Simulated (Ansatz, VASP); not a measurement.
# Ti in VASP and in Ansatz

```
Ti
1.0
     0.00000    2.18747    1.60626
     2.18747    0.00000    1.60626
     2.18747    2.18747    0.00000
Ti
1
Direct
  0.00000 0.00000 0.00000
```

Alike in both runs: task single point; functional LDA; k mesh 22 × 22 × 22; occupations gaussian, width 0.15 eV; no spin polarisation.

|  | VASP | Ansatz |
| --- | --- | --- |
| version | VASP 6.6.1 | Ansatz 0.2.0 |
| potentials or method | VASP PAW LDA potentials, release 64 (Ti_sv), cutoff 520 eV | scalar-relativistic, plane waves, PAW |
| valence electrons in the cell | 12 | 12 |

|  | VASP | Ansatz | Ansatz less VASP |
| --- | --- | --- | --- |
| gap on the k mesh at the Fermi level (eV) | none | none | - |
| pressure (GPa) | 3.8 | 4.0 | +0.21 |
| traceless stress, the component that is largest in VASP (GPa) | 0.23 | 0.22 | -0.008 |

Ansatz warns that its potentials were made for another functional, while VASP's fit it. LDA's correlation is that of Perdew and Zunger in VASP and of Perdew and Wang (1992) in Ansatz. A gap of «none» marks a metal or a gap that the smearing closes.
